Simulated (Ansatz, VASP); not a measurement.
## Two plane-wave programs on W3O

```xyz
8
Lattice="4.8313 0.0000 0.0000 0.0000 4.8313 0.0000 0.0000 0.0000 4.7589" Properties=species:S:1:pos:R:3 pbc="T T T"
W     2.4157    3.6235    0.0000
W     0.0000    2.4157    3.5692
W     1.2078    0.0000    2.3794
W     2.4157    1.2078    0.0000
W     0.0000    2.4157    1.1897
W     3.6235    0.0000    2.3794
O     2.4157    2.4157    2.3794
O     0.0000    0.0000    0.0000
```

Change from the starting cell: strain +0.000 along x and y, -0.015 along z, atoms carried along.

Alike in both runs: task single point; functional PBEsol; k mesh 8 × 8 × 8; occupations gaussian, width 0.15 eV; no spin polarisation.

|  | VASP | Ansatz |
| --- | --- | --- |
| version | VASP 6.6.1 | Ansatz 0.2.0 |
| potentials or method | VASP PAW PBE potentials, release 64 (W_sv, O), cutoff 520 eV | scalar-relativistic, plane waves, PAW |
| valence electrons in the cell | 96 | 96 |

|  | VASP | Ansatz | Ansatz less VASP |
| --- | --- | --- | --- |
| gap on the k mesh at the Fermi level (eV) | none | none | - |
| pressure (GPa) | 5.2 | 4.1 | -1.15 |
| traceless stress, the component that is largest in VASP (GPa) | 1.34 | 1.17 | -0.173 |
| rms of the force components (eV/Å) | 0.053 | 0.053 | +0.0001 |

VASP's potentials were made for PBE, not for PBEsol. Atom by atom the forces differ by 0.000 eV/Å (rms over components). A gap of «none» marks a metal or a gap that the smearing closes. The functional is the same, so the differences come from potentials, cutoffs and numerics.

Neither program's run includes spin-orbit coupling.
